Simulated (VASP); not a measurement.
A run of VASP 6.6.1 is set up as follows.

File INCAR:

```
  ALGO = Normal
  EDIFF = 1E-6
  ENCUT = 600
  GGA = PE
  GGA_COMPAT = F
  ISIF = 2
  ISMEAR = -1
  ISPIN = 2
  LASPH = T
  LCHARG = F
  LDAU = T
  LDAUJ = 0 0
  LDAUL = 2 -1
  LDAUPRINT = 1
  LDAUTYPE = 2
  LDAUU = 3 0
  LMAXMIX = 4
  LORBIT = 11
  LREAL = F
  LWAVE = F
  MAGMOM = 1 1 0 0 0 0
  NBANDS = 38
  NELM = 200
  PREC = Accurate
  SIGMA = 0.1
```

Contents of KPOINTS:

```
k-points
0
Gamma
  5 5 7
```

The input POSCAR:

```
VO2
1.0
    4.5300000000      0.0000000000      0.0000000000
    0.0000000000      4.5300000000      0.0000000000
    0.0000000000      0.0000000000      2.8690000000
V O
2 4
Direct
    0.0000000000      0.0000000000      0.0000000000
    0.5000000000      0.5000000000      0.5000000000
    0.3050000000      0.3050000000      0.0000000000
    0.1950000000      0.8050000000      0.5000000000
    0.6950000000      0.6950000000      0.0000000000
    0.8050000000      0.1950000000      0.5000000000
```

Potentials or basis: VASP PAW PBE potentials, release 64 (V_sv, O).

Run with:

```console
$ cat potpaw_PBE.64/V_sv/POTCAR potpaw_PBE.64/O/POTCAR > POTCAR
$ mpirun -np 1 vasp_std > vasp.out
```

**Question.** Estimate the band gap on the k mesh.

**Answer.** 0.62 eV (least direct gap 0.79 eV).

**Question.** What does it give for the largest force?

**Answer.** 0.971 eV/Å.

**Question.** Predict the site moments.

**Answer.** V +1.05; O -0.04 μB.

**Question.** What does it give for the pressure?

**Answer.** 15.2 GPa.

Forces in eV/Å, atoms in the order of the input:
```
V    0.000  0.000  0.000
V    0.000  0.000  0.000
O   -0.686 -0.686  0.000
O    0.686 -0.686  0.000
O    0.686  0.686  0.000
O   -0.686  0.686  0.000
```

Caveat: the cell stands under pressure; an odd mesh through Γ misses points on the zone boundary, where band edges can lie.
